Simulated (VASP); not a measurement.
Wanted: the native input for a VASP 6.6.1 run.

- Task: relaxation of cell and atoms
- Functional: PBE
- Potentials or basis: VASP PAW PBE potentials, release 64 (Mg, C)
- Cutoff: 600 eV
- k mesh: 6 × 6 × 6
- Occupations: gaussian, width 0.1 eV
- Spin: no spin polarisation
- Dipole correction: no
- Further INCAR settings: ALGO = Normal; EDIFF = 1e-07; IBRION = 2; EDIFFG = -0.04; NSW = 90; ISIF = 3

The structure of MgC lies in POSCAR:

```
MgC
1.0
    1.7102582245     -4.7333086830      0.0000000000
    1.7102582245      4.7333086830      0.0000000000
    0.0000000000      0.0000000000      3.4444303779
Mg C
2 2
Direct
    0.8800000000      0.1200000000      0.2500000000
    0.1200000000      0.8800000000      0.7500000000
    0.6510000000      0.3490000000      0.2500000000
    0.3490000000      0.6510000000      0.7500000000
```

These files were run (other wordings do the same):

INCAR

```
  PREC = Accurate
  ENCUT = 600
  EDIFF = 1E-7
  ISMEAR = 0
  SIGMA = 0.1
  LREAL = F
  LASPH = T
  NELM = 80
  ALGO = Normal
  ISIF = 3
  LWAVE = F
  LCHARG = F
  GGA = PE
  IBRION = 2
  NSW = 90
  EDIFFG = -0.04
```

KPOINTS

```
regular mesh
0
Gamma
  6 6 6
```

Potentials or basis: VASP PAW PBE potentials, release 64 (Mg, C).

The run is started by

```sh
$ cat potpaw_PBE.64/Mg/POTCAR potpaw_PBE.64/C/POTCAR > POTCAR
$ mpirun -np 1 vasp_std > vasp.out
```

Results of the run:

The relaxed volume is 10.35 Å³/atom, the relaxed cell is a = 4.530 Å, b = 4.530 Å, c = 2.729 Å, α = 90.00°, β = 90.00°, γ = 132.33° and the space group after relaxing (to 0.1 Å) is Cmcm (No. 63). The energy gained by relaxing is 931.0 meV/atom. The ionic steps are 45, the pressure after relaxing is -0.1 GPa and the largest force after relaxing is 0.033 eV/Å. The band gap on the k mesh is zero (bands 6 and 7 overlap by 0.09 eV).

Caveat: the volume moved by over 15 % at a fixed basis, so the end points are rough.

It took 7.6 min on 1 thread of Intel(R) Xeon(R) 6975P-C (Granite Rapids) (shared host), peak memory 0.23 GiB.
